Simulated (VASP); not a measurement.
# Sr (Fm-3m) in VASP: single point with LDA

Aim: the single point of Sr with LDA.

All numbers are computed with VASP 6.6.1; they aren't measurements. Logs are shortened: lines on timing, memory, paths and dates and some standing lists are left out, and cuts for length are marked.

## Step 1: The cell of the first run

Symmetry: Fm-3m, No. 225, cubic system. The conventional cell has a = 5.805 Å, b = 5.805 Å, c = 5.805 Å, α = 90.00°, β = 90.00°, γ = 90.00°. Sr (site symmetry m-3m) has 12 Sr at 4.10 Å within 5.4 Å.

## Step 2: Single point, LDA

INCAR

```
ALGO     = Normal         # electronic algorithm
EDIFF    = 1E-6           # SCF threshold, eV
ENCUT    = 520            # plane-wave cutoff, eV
GGA      = CA             # functional
ISIF     = 2              # what is computed and relaxed
ISMEAR   = -1             # smearing method
LASPH    = T              # aspherical terms in the spheres
LCHARG   = F              # write CHGCAR
LREAL    = F              # projectors in reciprocal space
LWAVE    = F              # write WAVECAR
NBANDS   = 11             # bands
NELM     = 100            # most SCF steps
PREC     = Accurate       # precision mode
SIGMA    = 0.13605693000000002 # smearing width, eV
```

KPOINTS

```
k-points
0
Gamma
  10 10 10
```

POSCAR

```
Sr
1.0
    0.0000000000      2.9024948804      2.9024948804
    2.9024948804      0.0000000000      2.9024948804
    2.9024948804      2.9024948804      0.0000000000
Sr
1
Direct
    0.0000000000      0.0000000000      0.0000000000
```

Potentials or basis: VASP PAW LDA potentials, release 64 (Sr_sv).

The run is started by

```console
$ cat potpaw_LDA.64/Sr_sv/POTCAR > POTCAR
$ mpirun -np 1 vasp_std > vasp.out
```

OUTCAR:

```text
EDIFF = 1E-6
   ENCUT = 520
   GGA = CA
   ISIF = 2
   ISMEAR = -1
   LASPH = T
   LREAL = F
   NELM = 100
   PREC = Accurate

 ion  position               nearest neighbor table
   1  0.000  0.000  0.000-

  LATTYP: Found a face centered cubic cell.
 ALAT       =     5.8049897608

  Lattice vectors:

 A1 = (   0.0000000000,   2.9024948804,   2.9024948804)
 A2 = (   2.9024948804,   0.0000000000,   2.9024948804)
 A3 = (   2.9024948804,   2.9024948804,   0.0000000000)

Analysis of symmetry for initial positions (statically):
=====================================================================
 Subroutine PRICEL returns:
 Original cell was already a primitive cell.

 Routine SETGRP: Setting up the symmetry group for a
 face centered cubic supercell.

 Subroutine GETGRP returns: Found 48 space group operations
 (whereof 48 operations were pure point group operations)
 out of a pool of 48 trial point group operations.

The static configuration has the point symmetry O_h .

Analysis of symmetry for dynamics (positions and initial velocities):
=====================================================================
 Subroutine PRICEL returns:
 Original cell was already a primitive cell.

 Routine SETGRP: Setting up the symmetry group for a
 face centered cubic supercell.

 Subroutine GETGRP returns: Found 48 space group operations
 (whereof 48 operations were pure point group operations)
 out of a pool of 48 trial point group operations.

The dynamic configuration has the point symmetry O_h .

 Subroutine INISYM returns: Found 48 space group operations
 (whereof 48 operations are pure point group operations),
 and found     1 'primitive' translations

----------------------------------------------------------------------------------------

                                     Primitive cell

  volume of cell :      48.9040

  direct lattice vectors                    reciprocal lattice vectors
     0.000000000  2.902494880  2.902494880    -0.172265592  0.172265592  0.172265592
     2.902494880  0.000000000  2.902494880     0.172265592 -0.172265592  0.172265592
     2.902494880  2.902494880  0.000000000     0.172265592  0.172265592 -0.172265592

  length of vectors
     4.104747625  4.104747625  4.104747625     0.298372758  0.298372758  0.298372758

  position of ions in fractional coordinates (direct lattice)
     0.000000000  0.000000000  0.000000000

  ion indices of the primitive-cell ions
   primitive index   ion index
                 1           1

----------------------------------------------------------------------------------------

 KPOINTS: k-points

Automatic generation of k-mesh.
 Grid dimensions read from file:
 generate k-points for:   10   10   10

 Generating k-lattice:

  Cartesian coordinates                     Fractional coordinates (reciprocal lattice)
    -0.017226559  0.017226559  0.017226559     0.100000000  0.000000000  0.000000000
     0.017226559 -0.017226559  0.017226559     0.000000000  0.100000000  0.000000000
     0.017226559  0.017226559 -0.017226559     0.000000000  0.000000000  0.100000000

  Length of vectors
     0.029837276  0.029837276  0.029837276

  Shift w.r.t. Gamma in fractional coordinates (k-lattice)
     0.000000000  0.000000000  0.000000000

 Subroutine IBZKPT returns following result:
 ===========================================

 Found     47 irreducible k-points:

 Following reciprocal coordinates:
            Coordinates               Weight
  0.000000  0.000000  0.000000      1.000000
  0.100000  0.000000  0.000000      8.000000
  0.200000  0.000000  0.000000      8.000000
  0.300000  0.000000  0.000000      8.000000
  0.400000  0.000000  0.000000      8.000000
  0.500000  0.000000  0.000000      4.000000
[... 16 lines left out ...]
  0.300000  0.300000  0.000000      6.000000
  0.400000  0.300000  0.000000     24.000000
 [... further k-points ...]
   k-points           NKPTS =     47   k-points in BZ     NKDIM =     47   number of bands    NBANDS=     11
   number of dos      NEDOS =    301   number of ions     NIONS =      1
   total plane-waves  NPLWV =  32768
   dimension x,y,z NGX =    32 NGY =   32 NGZ =   32
   dimension x,y,z NGXF=    64 NGYF=   64 NGZF=   64
   ions per type =               1
   NGX,Y,Z   is equivalent  to a cutoff of  12.96, 12.96, 12.96 a.u.
   NGXF,Y,Z  is equivalent  to a cutoff of  25.92, 25.92, 25.92 a.u.
 SYSTEM =  unknown system
   PREC   = accura    normal or accurate (medium, high low for compatibility)
   ISTART =      0    job   : 0-new  1-cont  2-samecut
   ICHARG =      2    charge: 1-file 2-atom 10-const
   ISPIN  =      1    spin polarized calculation?
   LNONCOLLINEAR =      F non collinear calculations
   LSORBIT =      F    spin-orbit coupling
   LASPH  =      T    aspherical Exc in radial PAW
   ENCUT  =  520.0 eV  38.22 Ry    6.18 a.u.   7.63  7.63  7.63*2*pi/ulx,y,z
   NELM   =    100;   NELMIN=  2; NELMDL= -5     # of ELM steps
   EDIFF  = 0.1E-05   stopping-criterion for ELM
   LREAL  =      F    real-space projection
   EDIFFG = 0.1E-04   stopping-criterion for IOM
   NSW    =      0    number of steps for IOM
   IBRION =     -1    ionic relax: 0-MD 1-quasi-New 2-CG
   NFREE  =      0    steps in history (QN), initial steepest desc. (CG)
   ISIF   =      2    stress and relaxation
   ISYM   =      2    0-nonsym 1-usesym 2-fastsym
   POTIM  = 0.5000    time-step for ionic-motion
   TEBEG  =    0.0;   TEEND  =   0.0 temperature during run
   PSTRESS=    0.0 pullay stress
   NELECT =      10.0000    total number of electrons
   NUPDOWN=      -1.0000    fix difference up-down
   EMIN   =  10.00;   EMAX   =-10.00  energy-range for DOS
   EFERMI =   0.00;   METHOD = LEGACY
   ISMEAR =    -1;   SIGMA  =   0.14  broadening in eV -4-tet -1-fermi 0-gaus
   EFERMI_NEDOS =   21; number of points for ismear=-14 and -15
   IALGO  =     38    algorithm
   IMIX   =      4    mixing-type and parameters
     AMIX     =   0.40;   BMIX     =  1.00
     AMIX_MAG =   1.60;   BMIX_MAG =  1.00
  volume/ion in A,a.u.               =      48.90       330.02
  Fermi-wavevector in a.u.,A,eV,Ry     =   0.964480  1.822604 12.656443  0.930222
  Thomas-Fermi vector in A             =   2.094115
   LORBIT       =      0    0 simple, 1 ext, 2 COOP (PROOUT), +10 PAW based schemes
   GGA     = CA    functional components
   LHFCALC =     F    Hartree Fock is set to
   AEXX    =    0.0000 exact exchange contribution
   IVDW    =     0    specifies the selected vdW correction
   LEPSILON=     F    determine dielectric tensor
   LRPA    =     F    only Hartree local field effects (RPA)
 non-spin polarized calculation
  energy-cutoff  :      520.00
  volume of cell :       48.90
 maximum number of plane-waves:      1363
   NGX = 15   NGY = 15   NGZ = 15

 number of electron      10.0000000 magnetization

 Free energy of the ion-electron system (eV)
  ---------------------------------------------------
  ext. energy  EPLUGINS =         0.00000000
  ---------------------------------------------------
  free energy    TOTEN  =        -1.93265925 eV

  energy without entropy =       -1.85787856  energy(sigma->0) =       -1.89526890

 E-fermi :   1.8044     XC(G=0):  -7.9326

 val. band max:        1.7697751911   @ k =  -0.4000   0.3000   0.0000
 cond. band min:       1.8322170027   @ k =  -0.3000   0.4000   0.1000
 fundamental gap:      0.0624418117
 Fermi energy:         1.8044208847

 k-point     1 :       0.0000    0.0000    0.0000
  band No.  band energies     occupation
      1     -34.3933      2.00000
      2     -16.3487      2.00000
      3     -16.3487      2.00000
      4     -16.3487      2.00000
      5      -1.9999      2.00000
      6       4.2045      0.00000
      7       4.2045      0.00000
      8       4.2045      0.00000
      9       5.8596      0.00000
     10       5.8596      0.00000
     11       9.3697      0.00000

 k-point     2 :       0.1000    0.0000    0.0000
  band No.  band energies     occupation
      1     -34.3909      2.00000
      2     -16.3789      2.00000
      3     -16.3527      2.00000
      4     -16.3527      2.00000
      5      -1.8184      2.00000
      6       3.9453      0.00000
      7       4.2887      0.00000
      8       4.2887      0.00000
      9       5.7500      0.00000
     10       5.7500      0.00000
     11       9.8166      0.00000

 k-point     3 :       0.2000    0.0000    0.0000
  band No.  band energies     occupation
      1     -34.3846      2.00000
      2     -16.4568      2.00000
      3     -16.3629      2.00000
      4     -16.3629      2.00000
      5      -1.3052      2.00000
      6       3.3901      0.00002
      7       4.4061      0.00000
      8       4.4061      0.00000
      9       5.6751      0.00000
     10       5.6751      0.00000
     11       9.6202      0.00000

 k-point     4 :       0.3000    0.0000    0.0000
  band No.  band energies     occupation
      1     -34.3769      2.00000
      2     -16.5508      2.00000
      3     -16.3755      2.00000
      4     -16.3755      2.00000
      5      -0.5607      2.00000
      6       2.8228      0.00112
      7       4.2983      0.00000
      8       4.2983      0.00000
      9       6.0504      0.00000
     10       6.0504      0.00000
     11       8.7877      0.00000
[... 239 lines left out ...]
 k-point    22 :      -0.2000    0.2000    0.0000
  band No.  band energies     occupation
      1     -34.3742      2.00000
      2     -16.5359      2.00000
      3     -16.4332      2.00000
      4     -16.3740      2.00000
      5      -0.2768      2.00000
      6       2.8750      0.00077
      7       3.6452      0.00000
      8       4.8157      0.00000
      9       5.1456      0.00000
     10       6.8735      0.00000
     11       9.4055      0.00000

 k-point    23 :       0.3000    0.3000    0.0000
  band No.  band energies     occupation
      1     -34.3715      2.00000
      2     -16.5412      2.00000
      3     -16.4206      2.00000
      4     -16.4206      2.00000
      5      -0.1199      2.00000
      6       2.5676      0.00730
      7       3.5863      0.00000
      8       5.3782      0.00000
      9       5.3782      0.00000
     10       6.5870      0.00000
     11      10.6251      0.00000

 k-point    24 :       0.4000    0.3000    0.0000
  band No.  band energies     occupation
      1     -34.3665      2.00000
      2     -16.5809      2.00000
      3     -16.4425      2.00000
      4     -16.4329      2.00000
      5       0.4535      1.99990
      6       2.3462      0.03660
      7       3.2315      0.00006
      8       5.5389      0.00000
      9       5.9571      0.00000
     10       6.9552      0.00000
     11       8.9834      0.00000

 [... further k-points ...]
[... 5 lines left out ...]
  --------------------------------------------------------------------------------------
  -------------------------------------------------------------------------------------
  Total       -0.0009285     -0.0009285     -0.0009285      0.0000000      0.0000000      0.0000000
  in kB       -0.0304183     -0.0304183     -0.0304183      0.0000000      0.0000000      0.0000000
  external PRESSURE =      -0.0304183 kB  Pullay stress =       0.0000000 kB

 VOLUME and BASIS-vectors are now :
 -----------------------------------------------------------------------------
  energy-cutoff  :      520.00
  volume of cell :       48.90
      direct lattice vectors                 reciprocal lattice vectors
     0.000000000  2.902494880  2.902494880    -0.172265592  0.172265592  0.172265592
     2.902494880  0.000000000  2.902494880     0.172265592 -0.172265592  0.172265592
     2.902494880  2.902494880  0.000000000     0.172265592  0.172265592 -0.172265592

 POSITION                                       TOTAL-FORCE (eV/Angst)
 -----------------------------------------------------------------------------------
      0.00000      0.00000      0.00000        -0.000000     -0.000000      0.000000
 -----------------------------------------------------------------------------------
    total drift:                                0.000000      0.000000      0.000000

  FREE ENERGIE OF THE ION-ELECTRON SYSTEM (eV)
  ---------------------------------------------------
  free  energy   TOTEN  =        -1.9326592525 eV

  energy  without entropy=       -1.8578785569  energy(sigma->0) =       -1.89526890
```

Run time: 7.4 s. Hardware: 1 thread of Intel Xeon 6975P-C (Granite Rapids), shared host; peak memory 0.16 GiB.

What came out:

```
Free energy : -1.9327 eV
Pressure    : 0.0 GPa
```
